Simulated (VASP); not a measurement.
## CdS (gw.c): single point with PBE

The system is CdS (gw.c).

```
CELL_PARAMETERS angstrom
0.00000 2.96321 2.96321
2.96321 0.00000 2.96321
2.96321 2.96321 0.00000
ATOMIC_POSITIONS crystal
Cd 0.00000 0.00000 0.00000
S 0.25000 0.25000 0.25000
```

* Program: VASP 6.6.1
* Task: single point
* Functional: PBE
* Potentials or basis: VASP PAW PBE potentials, release 64 (Cd, S)
* Cutoff: 500 eV
* k mesh: 4 × 4 × 4
* Occupations: gaussian, width 0.01 eV
* Spin: no spin polarisation
* Dipole correction: no
* Further INCAR settings: ALGO = Normal; EDIFF = 1e-06; NBANDS = 16

```
Pressure               : 0.4 GPa
Band gap on the k mesh : 1.03 eV, direct
```

Levels at points of the mesh, in eV from the valence-band top:
```tsv
k point	band 7	band 8	band 9	band 10	band 11	band 12
(0.00, 0.00, 0.00)	0.00	0.00	0.00	1.03	6.53	6.53
(0.50, 0.00, 0.00)	-4.13	-0.69	-0.69	2.93	6.99	6.99
(0.50, 0.50, 0.00)	-3.76	-1.72	-1.72	3.62	4.27	9.03
```

Wall time 10 s on 1 thread of Intel(R) Xeon(R) Platinum 8259CL CPU @ 2.50GHz (Skylake/Cascade Lake), with other jobs on the host, peak memory 0.17 GiB.

Caveat: the k points lie up to 0.46 Å⁻¹ apart. PBE gaps usually lie below the measured ones, often by a third to a half.
